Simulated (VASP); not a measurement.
# Si (P6/mmm) in VASP: notebook

Si is run at these levels: r2SCAN; tasks: single point.

Everything below comes from runs of VASP 6.6.1. Logs are shortened: lines on timing, memory, paths and dates and some standing lists are left out, and cuts for length are marked.

## (1) The cell of the first run

It takes space group P6/mmm (No. 191, hexagonal). Conventional cell: a = 2.458 Å, b = 2.458 Å, c = 2.308 Å, α = 90.00°, β = 90.00°, γ = 120.00°. Si (site symmetry 6/mmm) has 8 Si at 2.31 to 2.46 Å within 3.1 Å.

## (2) Single point, r2SCAN

POSCAR

```
Si
1.0
    2.4577319639      0.0000000000      0.0000000000
   -1.2288659819      2.1284583209      0.0000000000
    0.0000000000      0.0000000000      2.3079532846
Si
1
Direct
    0.0000000000      0.0000000000      0.0000000000
```

INCAR.step1

```
SYSTEM = Si
ALGO     = Normal         ! electronic algorithm
EDIFF    = 1E-4           ! SCF threshold, eV
ENCUT    = 520            ! plane-wave cutoff, eV
GGA      = PE             ! functional
ISMEAR   = -1             ! smearing method
LASPH    = .True.         ! aspherical terms in the spheres
LCHARG   = .False.        ! write CHGCAR
LREAL    = .False.        ! projectors in reciprocal space
LWAVE    = .True.         ! write WAVECAR
NBANDS   = 8              ! bands
NELM     = 60             ! most SCF steps
PREC     = Accurate       ! precision mode
SIGMA    = 0.05           ! smearing width, eV
```

INCAR.step2

```
SYSTEM = Si
ALGO     = Normal         ! electronic algorithm
EDIFF    = 1E-6           ! SCF threshold, eV
ENCUT    = 520            ! plane-wave cutoff, eV
ISIF     = 2              ! what is computed and relaxed
ISMEAR   = -1             ! smearing method
ISTART   = 1            
LASPH    = .True.         ! aspherical terms in the spheres
LCHARG   = .True.         ! write CHGCAR
LELF     = .True.         ! ELF
LMIXTAU  = .True.       
LREAL    = .False.        ! projectors in reciprocal space
LVHAR    = .True.       
LWAVE    = .False.        ! write WAVECAR
METAGGA  = R2SCAN         ! meta-GGA
NBANDS   = 8              ! bands
NELM     = 60             ! most SCF steps
PREC     = Accurate       ! precision mode
SIGMA    = 0.05           ! smearing width, eV
```

KPOINTS

```
k-points
0
Gamma
  13 13 12
  0 0 0
```

Potentials or basis: VASP PAW PBE potentials, release 64 (Si).

Started as:

```
$ cat potpaw_PBE.64/Si/POTCAR > POTCAR
$ cp INCAR.step1 INCAR
$ mpirun -np 1 vasp_std > vasp.out
$ cp INCAR.step2 INCAR
$ mpirun -np 1 vasp_std > vasp.out
```

OUTCAR:

```text
SYSTEM = Si
   EDIFF = 1E-6
   ENCUT = 520
   ISIF = 2
   ISMEAR = -1
   ISTART = 1
   LASPH = .True.
   LREAL = .False.
   METAGGA = R2SCAN
   NELM = 60
   PREC = Accurate

 ion  position               nearest neighbor table
   1  0.000  0.000  0.000-

  LATTYP: Found a hexagonal cell.
 ALAT       =     2.4577319639
 C/A-ratio  =     0.9390581717

  Lattice vectors:

 A1 = (   2.4577319639,   0.0000000000,   0.0000000000)
 A2 = (  -1.2288659819,   2.1284583209,   0.0000000000)
 A3 = (   0.0000000000,   0.0000000000,   2.3079532846)

Analysis of symmetry for initial positions (statically):
=====================================================================
 Subroutine PRICEL returns:
 Original cell was already a primitive cell.

 Routine SETGRP: Setting up the symmetry group for a
 hexagonal supercell.

 Subroutine GETGRP returns: Found 24 space group operations
 (whereof 24 operations were pure point group operations)
 out of a pool of 24 trial point group operations.

The static configuration has the point symmetry D_6h.

Analysis of symmetry for dynamics (positions and initial velocities):
=====================================================================
 Subroutine PRICEL returns:
 Original cell was already a primitive cell.

 Routine SETGRP: Setting up the symmetry group for a
 hexagonal supercell.

 Subroutine GETGRP returns: Found 24 space group operations
 (whereof 24 operations were pure point group operations)
 out of a pool of 24 trial point group operations.

The dynamic configuration has the point symmetry D_6h.

 Subroutine INISYM returns: Found 24 space group operations
 (whereof 24 operations are pure point group operations),
 and found     1 'primitive' translations

----------------------------------------------------------------------------------------

                                     Primitive cell

  volume of cell :      12.0733

  direct lattice vectors                    reciprocal lattice vectors
     2.457731964  0.000000000  0.000000000     0.406879194  0.234911812  0.000000000
    -1.228865982  2.128458321  0.000000000     0.000000000  0.469823623  0.000000000
     0.000000000  0.000000000  2.307953285     0.000000000  0.000000000  0.433284333

  length of vectors
     2.457731964  2.457731968  2.307953285     0.469823624  0.469823623  0.433284333

  position of ions in fractional coordinates (direct lattice)
     0.000000000  0.000000000  0.000000000

  ion indices of the primitive-cell ions
   primitive index   ion index
                 1           1

----------------------------------------------------------------------------------------

 KPOINTS: k-points

Automatic generation of k-mesh.
 Grid dimensions read from file:
 generate k-points for:   13   13   12

 Generating k-lattice:

  Cartesian coordinates                     Fractional coordinates (reciprocal lattice)
     0.031298400  0.018070139  0.000000000     0.076923077  0.000000000  0.000000000
     0.000000000  0.036140279  0.000000000     0.000000000  0.076923077  0.000000000
     0.000000000  0.000000000  0.036107028     0.000000000  0.000000000  0.083333333

  Length of vectors
     0.036140279  0.036140279  0.036107028

  Shift w.r.t. Gamma in fractional coordinates (k-lattice)
     0.000000000  0.000000000  0.000000000

 Subroutine IBZKPT returns following result:
 ===========================================

 Found    147 irreducible k-points:

 Following reciprocal coordinates:
            Coordinates               Weight
  0.000000  0.000000  0.000000      1.000000
  0.076923 -0.000000  0.000000      6.000000
  0.153846  0.000000  0.000000      6.000000
  0.230769  0.000000  0.000000      6.000000
  0.307692  0.000000  0.000000      6.000000
  0.384615 -0.000000  0.000000      6.000000
[... 16 lines left out ...]
  0.076923 -0.000000  0.083333     12.000000
  0.153846  0.000000  0.083333     12.000000
 [... further k-points ...]
   k-points           NKPTS =    147   k-points in BZ     NKDIM =    147   number of bands    NBANDS=      8
   number of dos      NEDOS =    301   number of ions     NIONS =      1
   total plane-waves  NPLWV =   5832
   dimension x,y,z NGX =    18 NGY =   18 NGZ =   18
   dimension x,y,z NGXF=    36 NGYF=   36 NGZF=   36
   ions per type =               1
   NGX,Y,Z   is equivalent  to a cutoff of  12.18, 12.18, 12.97 a.u.
   NGXF,Y,Z  is equivalent  to a cutoff of  24.35, 24.35, 25.93 a.u.
 SYSTEM =  Si
   PREC   = accura    normal or accurate (medium, high low for compatibility)
   ISTART =      1    job   : 0-new  1-cont  2-samecut
   ICHARG =      0    charge: 1-file 2-atom 10-const
   ISPIN  =      1    spin polarized calculation?
   LNONCOLLINEAR =      F non collinear calculations
   LSORBIT =      F    spin-orbit coupling
   LASPH  =      T    aspherical Exc in radial PAW
   ENCUT  =  520.0 eV  38.22 Ry    6.18 a.u.   4.57  4.57  4.29*2*pi/ulx,y,z
   NELM   =     60;   NELMIN=  2; NELMDL=  0     # of ELM steps
   EDIFF  = 0.1E-05   stopping-criterion for ELM
   LREAL  =      F    real-space projection
   EDIFFG = 0.1E-04   stopping-criterion for IOM
   NSW    =      0    number of steps for IOM
   IBRION =     -1    ionic relax: 0-MD 1-quasi-New 2-CG
   NFREE  =      0    steps in history (QN), initial steepest desc. (CG)
   ISIF   =      2    stress and relaxation
   ISYM   =      2    0-nonsym 1-usesym 2-fastsym
   POTIM  = 0.5000    time-step for ionic-motion
   TEBEG  =    0.0;   TEEND  =   0.0 temperature during run
   PSTRESS=    0.0 pullay stress
   NELECT =       4.0000    total number of electrons
   NUPDOWN=      -1.0000    fix difference up-down
   EMIN   =  10.00;   EMAX   =-10.00  energy-range for DOS
   EFERMI =   0.00;   METHOD = LEGACY
   ISMEAR =    -1;   SIGMA  =   0.05  broadening in eV -4-tet -1-fermi 0-gaus
   EFERMI_NEDOS =   21; number of points for ismear=-14 and -15
   IALGO  =     38    algorithm
   IMIX   =      4    mixing-type and parameters
     AMIX     =   0.40;   BMIX     =  1.00
     AMIX_MAG =   1.60;   BMIX_MAG =  1.00
  volume/ion in A,a.u.               =      12.07        81.47
  Fermi-wavevector in a.u.,A,eV,Ry     =   1.132798  2.140678 17.459432  1.283232
  Thomas-Fermi vector in A             =   2.269500
   LORBIT       =      0    0 simple, 1 ext, 2 COOP (PROOUT), +10 PAW based schemes
   METAGGA = R2SCAN    functional components
   LHFCALC =     F    Hartree Fock is set to
   AEXX    =    0.0000 exact exchange contribution
   IVDW    =     0    specifies the selected vdW correction
   LEPSILON=     F    determine dielectric tensor
   LRPA    =     F    only Hartree local field effects (RPA)
 non-spin polarized calculation
  energy-cutoff  :      520.00
  volume of cell :       12.07
 maximum number of plane-waves:       336
   NGX =  9   NGY =  9   NGZ =  9

 number of electron       4.0000000 magnetization

 Free energy of the ion-electron system (eV)
  ---------------------------------------------------
  ext. energy  EPLUGINS =         0.00000000
  ---------------------------------------------------
  free energy    TOTEN  =        -8.04918948 eV

  energy without entropy =       -8.04577837  energy(sigma->0) =       -8.04748393

 E-fermi :  12.4401     XC(G=0): -12.5690

 val. band max:       12.3948237072   @ k =   0.3077   0.2308   0.3333
 cond. band min:      12.4462843899   @ k =   0.2308   0.0769   0.2500
 fundamental gap:      0.0514606827
 Fermi energy:        12.4401102978

 k-point     1 :       0.0000    0.0000    0.0000
  band No.  band energies     occupation
      1      -4.4343      2.00000
      2      20.4860      0.00000
      3      22.5020      0.00000
      4      25.9196      0.00000
      5      25.9196      0.00000
      6      26.2655      0.00000
      7      26.2655      0.00000
      8      32.3918      0.00000

 k-point     2 :       0.0769   -0.0000    0.0000
  band No.  band energies     occupation
      1      -4.2342      2.00000
      2      20.0025      0.00000
      3      22.6686      0.00000
      4      23.4257      0.00000
      5      24.0563      0.00000
      6      27.2489      0.00000
      7      28.4678      0.00000
      8      34.4805      0.00000

 k-point     3 :       0.1538    0.0000    0.0000
  band No.  band energies     occupation
      1      -3.6352      2.00000
      2      17.7888      0.00000
      3      21.6106      0.00000
      4      22.3713      0.00000
      5      23.1685      0.00000
      6      27.6015      0.00000
      7      31.1643      0.00000
      8      38.0665      0.00000

 k-point     4 :       0.2308    0.0000    0.0000
  band No.  band energies     occupation
      1      -2.6412      2.00000
      2      14.4422      0.00000
      3      20.8044      0.00000
      4      21.0245      0.00000
      5      24.0017      0.00000
      6      28.2190      0.00000
      7      34.1735      0.00000
      8      38.4249      0.00000

 k-point     5 :       0.3077    0.0000    0.0000
  band No.  band energies     occupation
      1      -1.2585      2.00000
      2      11.0769      2.00000
      3      20.0161      0.00000
      4      20.1945      0.00000
      5      25.1670      0.00000
      6      29.3368      0.00000
      7      35.6735      0.00000
      8      37.4374      0.00000
[... 177 lines left out ...]
 k-point    22 :       0.0000    0.0000    0.0833
  band No.  band energies     occupation
      1      -4.2365      2.00000
      2      17.7298      0.00000
      3      25.1836      0.00000
      4      26.0677      0.00000
      5      26.0677      0.00000
      6      26.4266      0.00000
      7      26.4266      0.00000
      8      32.5813      0.00000

 k-point    23 :       0.0769   -0.0000    0.0833
  band No.  band energies     occupation
      1      -4.0366      2.00000
      2      17.7299      0.00000
      3      22.9199      0.00000
      4      24.2152      0.00000
      5      25.1615      0.00000
      6      27.8250      0.00000
      7      28.6155      0.00000
      8      34.6641      0.00000

 k-point    24 :       0.1538    0.0000    0.0833
  band No.  band energies     occupation
      1      -3.4382      2.00000
      2      17.1637      0.00000
      3      20.0674      0.00000
      4      22.5337      0.00000
      5      24.4141      0.00000
      6      28.9064      0.00000
      7      31.2989      0.00000
      8      37.9475      0.00000

 [... further k-points ...]

------------------------ aborting loop because EDIFF is reached ----------------------------------------

  FORCE on cell =-STRESS in cart. coord.  units (eV):
  Direction    XX          YY          ZZ          XY          YZ          ZX
  --------------------------------------------------------------------------------------
  -------------------------------------------------------------------------------------
  Total        2.6063669      2.6063669      3.3204628      0.0000000      0.0000000      0.0000000
  in kB      345.8752174    345.8752188    440.6385759      0.0000000      0.0000000      0.0000000
  external PRESSURE =     377.4630040 kB  Pullay stress =       0.0000000 kB

 VOLUME and BASIS-vectors are now :
 -----------------------------------------------------------------------------
  energy-cutoff  :      520.00
  volume of cell :       12.07
      direct lattice vectors                 reciprocal lattice vectors
     2.457731964  0.000000000  0.000000000     0.406879194  0.234911812  0.000000000
    -1.228865982  2.128458321  0.000000000     0.000000000  0.469823623  0.000000000
     0.000000000  0.000000000  2.307953285     0.000000000  0.000000000  0.433284333

 POSITION                                       TOTAL-FORCE (eV/Angst)
 -----------------------------------------------------------------------------------
      0.00000      0.00000      0.00000        -0.000000      0.000000      0.000000
 -----------------------------------------------------------------------------------
    total drift:                                0.000000     -0.000000      0.000000

  FREE ENERGIE OF THE ION-ELECTRON SYSTEM (eV)
  ---------------------------------------------------
  free  energy   TOTEN  =        -8.0491894803 eV

  energy  without entropy=       -8.0457783707  energy(sigma->0) =       -8.04748393
```

It took 16 s on 1 thread of Intel Xeon 6975P-C (Granite Rapids), shared host; peak memory 0.12 GiB.

What came out:

- Free energy: -8.0492 eV
- Pressure: 37.7 GPa
- Band gap on the k mesh: zero (band 2 reaches 20.49 eV, above the bottom of band 3 at 7.43 eV)

Levels at points of the mesh, in eV from the Fermi level:
```
           k point  band 1  band 2  band 3  band 4  band 5
(0.00, 0.00, 0.00)  -16.87    8.05   10.06   13.48   13.48
(0.00, 0.00, 0.50)  -10.55   -9.13   17.27   17.27   18.78
```

Caveat: the PAW data sets were made with another functional, which shifts forces and pressure a little.

(Continued in part 2 of 2.)
